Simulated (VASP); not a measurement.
Crystal: Zn.

```
Zn
1.0
     2.61873    0.00000    0.00000
    -1.30936    2.26788    0.00000
     0.00000    0.00000    4.83890
Zn
2
Direct
  0.33333 0.66667 0.25000
  0.66667 0.33333 0.75000
```

Base run:

```yaml
Program: VASP 6.6.1
Functional: r2SCAN
Potentials_or_basis: VASP PAW PBE potentials, release 64 (Zn)
Cutoff: 520 eV
k_mesh: 14 × 14 × 7
Occupations: fermi-dirac, width 1 eV
Spin: no spin polarisation
```

Its results: band gap on the k mesh zero (bands 12 and 13 overlap by 4.50 eV); pressure 5.2 GPa.

Task: The run is repeated on the same cell with these changes: occupations from fermi-dirac, width 1 eV to fermi-dirac, width 0.6 eV. What comes out?

Result: Band gap on the k mesh zero (bands 12 and 13 overlap by 4.50 eV); pressure 2.3 GPa.

Caveats: so wide a smearing shifts energies and pressures; the PAW data sets were made with another functional, which shifts forces and pressure a little; the cell stands under pressure (at least some runs).
